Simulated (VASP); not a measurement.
# CaO (Immm) in VASP: further runs, part 2 of 2

VASP 6.6.1.

## 4. Single point, LDA (strain +0.0025 x Voigt [0, 0, 0, 0, 0, 1])

Input file INCAR:

```
PREC = Accurate ; ENCUT = 520
EDIFF = 1E-7 ; ISMEAR = 0
SIGMA = 0.05 ; LREAL = False
LASPH = True ; NELM = 80
ALGO = Normal ; ISIF = 2
LWAVE = False ; LCHARG = True
GGA = CA ; LELF = True
LVHAR = True ; NBANDS = 15
```

Input file KPOINTS:

```
Automatic mesh
0
Gamma
  8 8 8
```

Input file POSCAR:

```
CaO
1.0
    0.0030612500      2.4490000000      2.4490000000
    2.4490000000      0.0030612500      2.4490000000
    2.4520612500      2.4520612500      0.0000000000
Ca O
1 1
Direct
    0.0000000000      0.0000000000      0.0000000000
    0.5000000000      0.5000000000      0.5000000000
```

Potentials or basis: VASP PAW LDA potentials, release 64 (Ca_sv, O).

Started as:

```
cat potpaw_LDA.64/Ca_sv/POTCAR potpaw_LDA.64/O/POTCAR > POTCAR
mpirun -np 1 vasp_std > vasp.out
```

OUTCAR:

```text
PREC = Accurate
   ENCUT = 520
   EDIFF = 1E-7
   ISMEAR = 0
   LREAL = False
   LASPH = True
   NELM = 80
   ISIF = 2
   GGA = CA

 ion  position               nearest neighbor table
   1  0.000  0.000  0.000-   2 2.45   2 2.45   2 2.45   2 2.45   2 2.45   2 2.45
   2  0.500  0.500  0.500-   1 2.45   1 2.45   1 2.45   1 2.45   1 2.45   1 2.45

  LATTYP: Found a body centered orthorhombic cell.
 ALAT       =     3.4590797530
 B/A-ratio  =     1.0025031289
 C/A-ratio  =     1.4159835418

  Lattice vectors:

 A1 = (   2.4490000000,   0.0030612500,  -2.4490000000)
 A2 = (  -2.4490000000,  -0.0030612500,  -2.4490000000)
 A3 = (   0.0030612500,   2.4490000000,   2.4490000000)

Analysis of symmetry for initial positions (statically):
=====================================================================
 Subroutine PRICEL returns:
 Original cell was already a primitive cell.

 Routine SETGRP: Setting up the symmetry group for a
 body centered orthorhombic supercell.

 Subroutine GETGRP returns: Found  8 space group operations
 (whereof  8 operations were pure point group operations)
 out of a pool of  8 trial point group operations.

The static configuration has the point symmetry D_2h.

Analysis of symmetry for dynamics (positions and initial velocities):
=====================================================================
 Subroutine PRICEL returns:
 Original cell was already a primitive cell.

 Routine SETGRP: Setting up the symmetry group for a
 body centered orthorhombic supercell.

 Subroutine GETGRP returns: Found  8 space group operations
 (whereof  8 operations were pure point group operations)
 out of a pool of  8 trial point group operations.

The dynamic configuration has the point symmetry D_2h.

 Subroutine INISYM returns: Found  8 space group operations
 (whereof  8 operations are pure point group operations),
 and found     1 'primitive' translations

----------------------------------------------------------------------------------------

                                     Primitive cell

  volume of cell :      29.3762

[... 114 lines left out ...]
   LHFCALC =     F    Hartree Fock is set to
   AEXX    =    0.0000 exact exchange contribution
   IVDW    =     0    specifies the selected vdW correction
   LEPSILON=     F    determine dielectric tensor
   LRPA    =     F    only Hartree local field effects (RPA)
 non-spin polarized calculation
 Gauss-broadening in eV      SIGMA  =   0.05
  energy-cutoff  :      520.00
  volume of cell :       29.38
 maximum number of plane-waves:       817
 NGX is ok and might be reduce to    28
   NGX = 13   NGY = 13   NGZ = 13

 number of electron      16.0000005 magnetization

 Free energy of the ion-electron system (eV)
  ---------------------------------------------------
  ext. energy  EPLUGINS =         0.00000000
  ---------------------------------------------------
  free energy    TOTEN  =       -14.10463551 eV

  energy without entropy =      -14.10463551  energy(sigma->0) =      -14.10463551

 E-fermi :   1.9154     XC(G=0): -10.7545

 val. band max:        1.7012354822   @ k =   0.0000   0.0000   0.0000
 cond. band min:       5.1756042877   @ k =   0.5000   0.5000   0.0000
 fundamental gap:      3.4743688056
 Fermi energy:         1.9154362729

 k-point     1 :       0.0000    0.0000    0.0000
  band No.  band energies     occupation
      1     -35.5936      2.00000
      2     -16.6800      2.00000
      3     -16.6800      2.00000
      4     -16.6799      2.00000
      5     -13.4020      2.00000
      6       1.6929      2.00000
      7       1.6970      2.00000
      8       1.7012      2.00000
      9       5.8198      0.00000
     10       7.6573      0.00000
     11       7.6694      0.00000
     12       7.6815      0.00000
     13       9.1299      0.00000
     14       9.1299      0.00000
[... 401 lines left out ...]
      2     -17.0938      2.00000
      3     -16.7376      2.00000
      4     -16.7248      2.00000
      5     -12.9363      2.00000
      6       0.2643      2.00000
      7       1.2345      2.00000
      8       1.3354      2.00000
      9       6.9664      0.00000
     10       7.5508      0.00000
     11       8.7599      0.00000
     12       8.8602      0.00000
     13       9.7323      0.00000
     14      10.6495      0.00000
     15      17.4534      0.00000

 [... further k-points ...]
[... 5 lines left out ...]
  --------------------------------------------------------------------------------------
  -------------------------------------------------------------------------------------
  Total       -2.0546084     -2.0546084     -2.0546910     -0.0350536      0.0000000      0.0000000
  in kB     -112.0582823   -112.0582823   -112.0627916     -1.9118217      0.0000000      0.0000000
  external PRESSURE =    -112.0597854 kB  Pullay stress =       0.0000000 kB

 VOLUME and BASIS-vectors are now :
 -----------------------------------------------------------------------------
  energy-cutoff  :      520.00
  volume of cell :       29.38
      direct lattice vectors                 reciprocal lattice vectors
     0.003061250  2.449000000  2.449000000    -0.204420491  0.204420491  0.204164965
     2.449000000  0.003061250  2.449000000     0.204420491 -0.204420491  0.204164965
     2.452061250  2.452061250  0.000000000     0.203910078  0.203910078 -0.204164965

 POSITION                                       TOTAL-FORCE (eV/Angst)
 -----------------------------------------------------------------------------------
      0.00000      0.00000      0.00000         0.000000     -0.000000      0.000000
      2.45206      2.45206      2.44900        -0.000000      0.000000      0.000000
 -----------------------------------------------------------------------------------
    total drift:                                0.000000      0.000000      0.000000

  FREE ENERGIE OF THE ION-ELECTRON SYSTEM (eV)
  ---------------------------------------------------
  free  energy   TOTEN  =       -14.1046355127 eV

  energy  without entropy=      -14.1046355127  energy(sigma->0) =      -14.10463551
```

stdout:

```text
POSCAR found type information on POSCAR CaO
 POSCAR found :  2 types and       2 ions
 scaLAPACK will be used
 LDA part: xc-table for (Slater(with rela. corr.)+CA(PZ))
 , standard interpolation
 POSCAR, INCAR and KPOINTS ok, starting setup
 FFT: planning ... GRIDC
 FFT: planning ... GRID_SOFT
 FFT: planning ... GRID
 WAVECAR not read
 entering main loop
```

It took 35 s on 1 thread of Intel Xeon Platinum 8124M at 3.00GHz (Skylake/Cascade Lake), shared host; peak memory 0.17 GiB.

What came out:

* Free energy: -14.1046 eV
* Pressure: -11.2 GPa
* Band gap on the k mesh: 3.47 eV, indirect (least direct gap 3.86 eV)

Caveat: the cell differs from its parent crystal (strain +0.0025 x Voigt [0, 0, 0, 0, 0, 1]).

## 5. Summary

| cell | gap on the mesh (eV) | pressure (GPa) |
| --- | --- | --- |
| a = 3.463, b = 3.463, c = 3.485 Å, angles 59.8, 59.8, 59.6°, 2 atoms | 3.46 | -11.2 |
| a = 3.463, b = 3.463, c = 3.476 Å, angles 59.9, 59.9, 59.8°, 2 atoms | 3.47 | -11.2 |
| a = 3.463, b = 3.463, c = 3.468 Å, angles 60.0°, 2 atoms | 3.47 | -11.2 |

Alike in all rows: task single point; level LDA; potentials or basis VASP PAW LDA potentials, release 64 (Ca_sv, O); no spin polarisation; k mesh 8 × 8 × 8; cutoff (eV) 520; smearing gaussian 0.05 eV.

Absolute energies hang on the potentials; compare differences alone.
